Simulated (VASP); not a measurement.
# P (P6_3/mmc) in VASP: a series of runs, part 2 of 2

VASP 6.6.1. Earlier steps stand in the parts before.

## (4) Single point, RPBE (15.56 Å³/atom)

This run uses another cell than the first one, of 15.56 Å³/atom.

Contents of INCAR:

```
PREC = Accurate
ENCUT = 520
EDIFF = 1E-7
ISMEAR = -1
SIGMA = 0.1
LREAL = F
LASPH = T
NELM = 100
ALGO = Normal
ISIF = 2
LWAVE = F
LCHARG = F
GGA = RP
NBANDS = 18
```

Contents of KPOINTS:

```
regular mesh
0
Gamma
  15 15 4
```

Contents of POSCAR:

```
P
1.0
    2.6744273917      0.0000000000      0.0000000000
   -1.3372136958      2.3161220618      0.0000000000
    0.0000000000      0.0000000000     10.0474929615
P
4
Direct
    1.0000000000      1.0000000000      0.0000000000
    1.0000000000      1.0000000000      0.5000000000
    0.3333333333      0.6666666667      0.2500000000
    0.6666666667      0.3333333333      0.7500000000
```

Potentials or basis: VASP PAW PBE potentials, release 64 (P).

Launch:

```console
> cat potpaw_PBE.64/P/POTCAR > POTCAR
> mpirun -np 1 vasp_std > vasp.out
```

OUTCAR:

```text
PREC = Accurate
   ENCUT = 520
   EDIFF = 1E-7
   ISMEAR = -1
   LREAL = F
   LASPH = T
   NELM = 100
   ISIF = 2
   GGA = RP

 ion  position               nearest neighbor table
   1  0.000  0.000  0.000-   3 2.95   4 2.95   3 2.95   4 2.95   4 2.95   3 2.95
   2  0.000  0.000  0.500-   3 2.95   4 2.95   3 2.95   4 2.95   4 2.95   3 2.95
   3  0.333  0.667  0.250-   1 2.95   2 2.95   1 2.95   2 2.95   1 2.95   2 2.95
   4  0.667  0.333  0.750-   1 2.95   2 2.95   1 2.95   2 2.95   1 2.95   2 2.95

  LATTYP: Found a hexagonal cell.
 ALAT       =     2.6744273917
 C/A-ratio  =     3.7568763290

  Lattice vectors:

 A1 = (   2.6744273917,   0.0000000000,   0.0000000000)
 A2 = (  -1.3372136958,   2.3161220618,   0.0000000000)
 A3 = (   0.0000000000,   0.0000000000,  10.0474929615)

Analysis of symmetry for initial positions (statically):
=====================================================================
 Subroutine PRICEL returns:
 Original cell was already a primitive cell.

 Routine SETGRP: Setting up the symmetry group for a
 hexagonal supercell.

 Subroutine GETGRP returns: Found 24 space group operations
 (whereof 12 operations were pure point group operations)
[... 173 lines left out ...]
 cond. band min:       8.8510937143   @ k =   0.2000   0.0667   0.2500
 fundamental gap:      0.0029579812
 Fermi energy:         8.8491250068

 k-point     1 :       0.0000    0.0000    0.0000
  band No.  band energies     occupation
      1      -6.8262      2.00000
      2      -5.5607      2.00000
      3      -5.5373      2.00000
      4      -3.0977      2.00000
      5       1.1762      2.00000
      6       6.1055      2.00000
[... 481 lines left out ...]
      5       2.4263      2.00000
      6       2.6883      2.00000
[... 10 lines left out ...]
     17      14.7072      0.00000
     18      15.7036      0.00000

 [... further k-points ...]

------------------------ aborting loop because EDIFF is reached ----------------------------------------

  FORCE on cell =-STRESS in cart. coord.  units (eV):
  Direction    XX          YY          ZZ          XY          YZ          ZX
  --------------------------------------------------------------------------------------
  -------------------------------------------------------------------------------------
  Total       -1.6465092     -1.6465092     -1.0764292     -0.0000000      0.0000000      0.0000000
  in kB      -42.3862287    -42.3862287    -27.7106113     -0.0000000      0.0000000      0.0000000
  external PRESSURE =     -37.4943562 kB  Pullay stress =       0.0000000 kB

 VOLUME and BASIS-vectors are now :
 -----------------------------------------------------------------------------
  energy-cutoff  :      520.00
  volume of cell :       62.24
      direct lattice vectors                 reciprocal lattice vectors
     2.674427392  0.000000000  0.000000000     0.373911815  0.215878087  0.000000000
    -1.337213696  2.316122062  0.000000000     0.000000000  0.431756174  0.000000000
     0.000000000  0.000000000 10.047492961     0.000000000  0.000000000  0.099527315

 POSITION                                       TOTAL-FORCE (eV/Angst)
 -----------------------------------------------------------------------------------
      0.00000      0.00000      0.00000        -0.000000      0.000000      0.000000
      0.00000      0.00000      5.02375        -0.000000      0.000000      0.000000
     -0.00000      1.54408      2.51187        -0.000000      0.000000     -0.000000
      1.33721      0.77204      7.53562         0.000000      0.000000     -0.000000
 -----------------------------------------------------------------------------------
    total drift:                                0.000000      0.000000      0.000000

  FREE ENERGIE OF THE ION-ELECTRON SYSTEM (eV)
  ---------------------------------------------------
  free  energy   TOTEN  =       -16.6760749742 eV

  energy  without entropy=      -16.6016815861  energy(sigma->0) =      -16.63887828
```

OSZICAR:

```text
N       E                     dE             d eps       ncg     rms          rms(c)
DAV:   1     0.499065008680E+02    0.49907E+02   -0.85556E+03  2916   0.954E+02
DAV:   2    -0.139336897956E+02   -0.63840E+02   -0.60960E+02  3996   0.148E+02
DAV:   3    -0.166981038392E+02   -0.27644E+01   -0.27249E+01  3768   0.284E+01
DAV:   4    -0.167226936506E+02   -0.24590E-01   -0.24536E-01  3564   0.330E+00
DAV:   5    -0.167229240480E+02   -0.23040E-03   -0.23036E-03  3570   0.303E-01    0.818E+00
DAV:   6    -0.166893394951E+02    0.33585E-01   -0.22951E-02  3218   0.728E-01    0.465E+00
DAV:   7    -0.166759449131E+02    0.13395E-01   -0.38616E-02  3150   0.946E-01    0.181E-01
DAV:   8    -0.166759906510E+02   -0.45738E-04   -0.12325E-03  3530   0.201E-01    0.118E-01
DAV:   9    -0.166760714618E+02   -0.80811E-04   -0.19950E-04  3270   0.816E-02    0.287E-02
DAV:  10    -0.166760752339E+02   -0.37721E-05   -0.85455E-06  3680   0.159E-02    0.181E-02
DAV:  11    -0.166760748042E+02    0.42973E-06   -0.35647E-06  3190   0.107E-02    0.327E-03
DAV:  12    -0.166760750070E+02   -0.20283E-06   -0.14433E-07  1886   0.252E-03    0.118E-03
DAV:  13    -0.166760749742E+02    0.32847E-07   -0.24161E-08  1802   0.105E-03
   1 F= -.16676075E+02 E0= -.16638878E+02  d E =-.743934E-01
```

stdout:

```text
POSCAR found type information on POSCAR P
 POSCAR found :  1 types and       4 ions
 scaLAPACK will be used
 -----------------------------------------------------------------------------
|                                                                             |
|                                                                             |
|     You enforced a specific xc type in the INCAR file but a different       |
|     I HOPE YOU KNOW WHAT YOU ARE DOING!                                     |
|                                                                             |
 -----------------------------------------------------------------------------

 LDA part: xc-table for (Slater+PW92), standard interpolation
 POSCAR, INCAR and KPOINTS ok, starting setup
 FFT: planning ... GRIDC
 FFT: planning ... GRID_SOFT
 FFT: planning ... GRID
 WAVECAR not read
 entering main loop
```

It took 90 s on 1 thread of Intel Xeon 8259CL, shared host; peak memory 0.2 GiB.

What came out:

* Free energy: -16.6761 eV
* Pressure: -3.7 GPa
* Band gap on the k mesh: zero (bands 10 and 11 overlap by 10.05 eV)

Caveat: the cell stands under tension; the PAW data sets were made with another functional, which shifts forces and pressure a little.

## (5) Single point, RPBE (16.16 Å³/atom)

This run uses another cell than the first one, of 16.16 Å³/atom.

Contents of INCAR:

```
  PREC = Accurate
  ENCUT = 520
  EDIFF = 1E-6
  ISMEAR = -1
  SIGMA = 0.1
  LREAL = False
  LASPH = True
  NELM = 60
  ALGO = Normal
  ISIF = 2
  LWAVE = False
  LCHARG = False
  GGA = RP
  NBANDS = 18
```

KPOINTS is that of step 4.

Contents of POSCAR:

```
P
1.0
    2.7082844972      0.0000000000      0.0000000000
   -1.3541422486      2.3454431752      0.0000000000
    0.0000000000      0.0000000000     10.1746899197
P
4
Direct
    1.0000000000      1.0000000000      0.0000000000
    1.0000000000      1.0000000000      0.5000000000
    0.3333333333      0.6666666667      0.2500000000
    0.6666666667      0.3333333333      0.7500000000
```

Launch:

```console
> cat potpaw_PBE.64/P/POTCAR > POTCAR
> mpirun -np 1 vasp_std > vasp.out
```

Wall time 86 s (1 thread of Intel Xeon 8259CL, shared host); peak memory 0.21 GiB.

Results (log left out):

| Quantity | Value |
| --- | --- |
| Free energy | -16.6015 eV |
| Pressure | -6.2 GPa |
| Band gap on the k mesh | zero (bands 10 and 11 overlap by 9.58 eV) |

Stress tensor (GPa, compression positive):
```
-6.99  0.00  0.00
 0.00 -6.99  0.00
 0.00  0.00 -4.68
```

Levels at points of the mesh, in eV from the Fermi level:
```tsv
k point	band 6	band 7	band 8	band 9	band 10	band 11	band 12	band 13	band 14	band 15
(0.00, 0.00, 0.00)	-2.64	-2.62	3.61	5.97	5.97	6.43	6.43	6.46	6.46	7.03
(0.00, 0.00, 0.50)	-5.79	1.06	1.06	6.10	6.10	6.10	6.10	6.84	6.84	6.84
```

Caveat: the cell stands under tension; the PAW data sets were made with another functional, which shifts forces and pressure a little.

## (6) Summary

```csv
cell,gap on the mesh (eV),pressure (GPa)
"a = 2.604, b = 2.604, c = 9.783 Å, angles 90.0, 90.0, 120.0°, 4 atoms",none,3.0
"a = 2.640, b = 2.640, c = 9.917 Å, angles 90.0, 90.0, 120.0°, 4 atoms",none,-0.7
"a = 2.674, b = 2.674, c = 10.047 Å, angles 90.0, 90.0, 120.0°, 4 atoms",none,-3.7
"a = 2.708, b = 2.708, c = 10.175 Å, angles 90.0, 90.0, 120.0°, 4 atoms",none,-6.2
```

Alike in all rows: task single point; level RPBE; potentials or basis VASP PAW PBE potentials, release 64 (P); no spin polarisation; k mesh 15 × 15 × 4; cutoff (eV) 520; smearing fermi-dirac 0.1 eV.

Caveats: the PAW data sets were made with another functional, which shifts forces and pressure a little; the cell stands under tension (at least some runs).

Total energies depend on the potentials used, so only differences within one code and one set of settings carry meaning.
